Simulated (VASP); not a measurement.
Runs of VASP 6.6.1 on CdTe (v.b). The structure is that of space group F-43m (No. 216), or close to it. The cells are those of the table. 

```tsv
task	cell	k mesh	smearing	gap on the mesh (eV)	pressure (GPa)
single point	a = 4.680 Å, angles 60.0°, 2 atoms	10 × 10 × 10	gaussian 0.02 eV	0.58	0.1
single point	a = 4.596 Å, angles 60.0°, 2 atoms	6 × 6 × 6	gaussian 0.1 eV	0.74	2.3
single point	a = 4.680 Å, angles 60.0°, 2 atoms	8 × 8 × 8	gaussian 0.02 eV	0.58	0.1
relaxation of cell and atoms	relaxed from a = 4.680 Å, angles 60.0°, 2 atoms	10 × 10 × 10	gaussian 0.02 eV	(a)	0.0
```

Alike in all rows: level PBE; potentials or basis VASP PAW PBE potentials, release 64 (Cd, Te); no spin polarisation; cutoff (eV) 500.

Problem. Fill in the values left out.

Solution. (a) 0.57.

Caveats: spin-orbit coupling is left out, which moves the levels of the heavy elements.

A k mesh can miss the band edges, and the runs leave out spin-orbit coupling on Cd, Te.
